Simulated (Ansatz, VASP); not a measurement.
# Al5GaP6: VASP beside Ansatz

Contents of INCAR:

```
ALGO = Normal
EDIFF = 1E-7
ENCUT = 520
ISIF = 2
ISMEAR = 0
LASPH = T
LCHARG = F
LREAL = F
LWAVE = F
NBANDS = 41
NELM = 80
PREC = Accurate
SIGMA = 0.02
```

File KPOINTS:

```
k-points
0
Gamma
  12 12 2
```

POSCAR

```
Al5GaP6
1.0
    3.8861607061     -0.0000000289      0.0000000000
   -1.9430803281      3.3655139091      0.0000000000
    0.0000000000      0.0000000000     19.1566043000
Al Ga P
5 1 6
Direct
    0.6666666667      0.3333333333      0.1662750000
    0.6666666667      0.3333333333      0.4999280000
    0.6666666667      0.3333333333      0.8331880000
    0.3333333333      0.6666666667      0.9997940000
    0.3333333333      0.6666666667      0.6665820000
    0.3333333333      0.6666666667      0.3335190000
    0.6666666667      0.3333333333      0.2911730000
    0.6666666667      0.3333333333      0.6248470000
    0.6666666667      0.3333333333      0.9580550000
    0.3333333333      0.6666666667      0.1246590000
    0.3333333333      0.6666666667      0.4585220000
    0.3333333333      0.6666666667      0.7914570000
```

Input for Ansatz:

```yaml
crystal:
  lattice:
    - [3.8861607061, -2.89e-08, 0.0]
    - [-1.9430803281, 3.3655139091, 0.0]
    - [0.0, 0.0, 19.1566043]
  atoms:
    - { symbol: Al, position: [0.6666666667, 0.3333333333, 0.166275] }
    - { symbol: Al, position: [0.6666666667, 0.3333333333, 0.499928] }
    - { symbol: Al, position: [0.6666666667, 0.3333333333, 0.833188] }
    - { symbol: Al, position: [0.3333333333, 0.6666666667, 0.999794] }
    - { symbol: Al, position: [0.3333333333, 0.6666666667, 0.666582] }
    - { symbol: Ga, position: [0.3333333333, 0.6666666667, 0.333519] }
    - { symbol: P, position: [0.6666666667, 0.3333333333, 0.291173] }
    - { symbol: P, position: [0.6666666667, 0.3333333333, 0.624847] }
    - { symbol: P, position: [0.6666666667, 0.3333333333, 0.958055] }
    - { symbol: P, position: [0.3333333333, 0.6666666667, 0.124659] }
    - { symbol: P, position: [0.3333333333, 0.6666666667, 0.458522] }
    - { symbol: P, position: [0.3333333333, 0.6666666667, 0.791457] }
basis:
  ecutwfc: 420
kpoints:
  mp_grid: { grid: [12, 12, 2] }
  band_path:
    path:
      - [[0.0, 0.0, 0.0], [0.5, 0.0, 0.0], [0.33333333, 0.33333333, 0.0], [0.0, 0.0, 0.0], [0.0, 0.0, 0.5], [0.5, 0.0, 0.5], [0.33333333, 0.33333333, 0.5], [0.0, 0.0, 0.5]]
      - [[0.5, 0.0, 0.5], [0.5, 0.0, 0.0]]
      - [[0.33333333, 0.33333333, 0.5], [0.33333333, 0.33333333, 0.0]]
    npoints: 10
hamiltonian:
  xc: lda
scf:
  occupations: { method: gaussian, width: 0.02 }
  n_extra_bands: 30
output:
  forces: true
  stress: true
  eigenvalues: true
  populations: true
  dos: { projected: true, de: 0.02, nscf_kmesh: { grid: [18, 18, 3] } }
  bader: false
  write_density: true
  write_potential: true
  elf: true
  volumetric_format: npy
```

Alike in both runs: task single point; functional LDA; k mesh 12 × 12 × 2; occupations gaussian, width 0.02 eV; no spin polarisation.

|  | VASP | Ansatz |
| --- | --- | --- |
| version | VASP 6.6.1 | Ansatz 0.2.0 |
| potentials or method | VASP PAW LDA potentials, release 64 (Al, Ga_d, P), cutoff 520 eV | scalar-relativistic, plane waves, PAW |
| valence electrons in the cell | 58 | 58 |

|  | VASP | Ansatz | Ansatz less VASP |
| --- | --- | --- | --- |
| gap on the k mesh at the Fermi level (eV) | 1.56 | 1.56 | -0.002 |
| least direct gap on the mesh (eV) | 1.75 | 1.74 | -0.012 |
| pressure (GPa) | -3.5 | -3.6 | -0.05 |
| rms of the force components (eV/Å) | 0.026 | 0.027 | +0.0007 |

LDA's correlation is that of Perdew and Zunger in VASP and of Perdew and Wang (1992) in Ansatz. Atom by atom the forces differ by 0.001 eV/Å (rms over components).
